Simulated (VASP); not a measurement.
Set up this calculation in VASP 6.6.1, as the native input.

* Task: relaxation of cell and atoms
* Functional: PBEsol
* Potentials or basis: VASP PAW PBE potentials, release 64 (Zr_sv, C)
* Cutoff: 600 eV
* k mesh: 9 × 9 × 5
* Occupations: fermi-dirac, width 0.05 eV
* Spin: no spin polarisation
* Dipole correction: no
* Further INCAR settings: ALGO = Normal; EDIFF = 1e-06; IBRION = 2; EDIFFG = -0.01; NSW = 60; ISIF = 3

The structure of ZrC lies in POSCAR:

```
ZrC
1.0
    3.3914762718      0.0000000000      0.0000000000
   -1.6957381359      2.9371046077      0.0000000000
    0.0000000000      0.0000000000      5.2900530000
Zr C
2 2
Direct
    0.6666666667      0.3333333333      0.7500000000
    0.3333333333      0.6666666667      0.2500000000
    0.0000000000      0.0000000000      0.5000000000
    0.0000000000      0.0000000000      0.0000000000
```

One way to write it, as run:

INCAR

```
PREC = Accurate ; ENCUT = 600
EDIFF = 1E-6 ; ISMEAR = -1
SIGMA = 0.05 ; LREAL = F
LASPH = T ; NELM = 80
ALGO = Normal ; ISIF = 3
LWAVE = F ; LCHARG = F
GGA = PS ; IBRION = 2
NSW = 60 ; EDIFFG = -0.01
```

KPOINTS

```
regular mesh
0
Gamma
  9 9 5
```

Potentials or basis: VASP PAW PBE potentials, release 64 (Zr_sv, C).

The run is started by

```console
$ cat potpaw_PBE.64/Zr_sv/POTCAR potpaw_PBE.64/C/POTCAR > POTCAR
$ mpirun -np 1 vasp_std > vasp.out
```

Results of the run:

```json
{
 "Relaxed volume": "12.73 Å³/atom",
 "Relaxed cell": "a = 3.338 Å, b = 3.338 Å, c = 5.276 Å, α = 90.00°, β = 90.00°, γ = 120.00°",
 "Space group after relaxing (to 0.1 Å)": "P6_3/mmc (No. 194)",
 "Energy gained by relaxing": "11.4 meV/atom",
 "Ionic steps": "6",
 "Pressure after relaxing": "0.0 GPa",
 "Band gap on the k mesh": "zero (bands 16 and 17 overlap by 1.00 eV)"
}
```

Caveat: the PAW data sets were made with another functional, which shifts forces and pressure a little.

Wall time 4.7 min on 1 thread of Intel Xeon 8259CL, on a shared host, peak memory 0.21 GiB.
